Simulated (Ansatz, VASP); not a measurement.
# Si3Ge in VASP and in Ansatz

The input INCAR:

```
PREC = Accurate
ENCUT = 500
EDIFF = 1E-6
ISMEAR = 0
SIGMA = 0.1
LREAL = False
LASPH = True
NELM = 120
ALGO = Normal
ISIF = 2
LWAVE = False
LCHARG = False
GGA = PE
NBANDS = 21
GGA_COMPAT = False
```

Contents of KPOINTS:

```
Automatic mesh
0
Gamma
  6 6 6
```

POSCAR

```
Si3Ge
1.0
    5.4236180400      0.0000000000      0.0000000000
   -2.7118090200      4.6969910100      0.0000000000
    0.0000000000      0.0000000000      2.5465463200
Si Ge
3 1
Direct
    0.0000000000      0.5000000000      0.0000000000
    0.5000000000      0.0000000000      0.0000000000
    0.5000000000      0.5000000000      0.0000000000
    0.0000000000      0.0000000000      0.0000000000
```

Input for Ansatz:

```yaml
crystal:
  lattice:
    - [5.42361804, 0.0, 0.0]
    - [-2.71180902, 4.69699101, 0.0]
    - [0.0, 0.0, 2.54654632]
  atoms:
    - { symbol: Si, position: [0.0, 0.5, 0.0] }
    - { symbol: Si, position: [0.5, 0.0, 0.0] }
    - { symbol: Si, position: [0.5, 0.5, 0.0] }
    - { symbol: Ge, position: [0.0, 0.0, 0.0] }
basis:
  ecutwfc: 420
kpoints:
  mp_grid: { grid: [6, 6, 6] }
hamiltonian:
  xc: pbe
scf:
  occupations: { method: gaussian, width: 0.1 }
  lower_state_search: "off"
output:
  forces: true
  stress: true
  eigenvalues: true
```

Alike in both runs: task single point; functional PBE; k mesh 6 × 6 × 6; occupations gaussian, width 0.1 eV; no spin polarisation.

|  | VASP | Ansatz |
| --- | --- | --- |
| version | VASP 6.6.1 | Ansatz 0.2.0 |
| potentials or method | VASP PAW PBE potentials, release 64 (Si, Ge_d), cutoff 500 eV | scalar-relativistic, plane waves, PAW |
| valence electrons in the cell | 26 | 26 |

Ansatz gave:

- gap on the k mesh at the Fermi level (eV): none
- pressure (GPa): -0.5
- traceless stress, the component that is largest in VASP (GPa): -0.77

Problem. Which values does VASP return?

Solution. gap on the k mesh at the Fermi level (eV): none; pressure (GPa): -0.5; traceless stress, the component that is largest in VASP (GPa): -0.78.

A gap of «none» marks a metal or a gap that the smearing closes.

The k mesh is coarse, so the values compare programs but aren't converged.
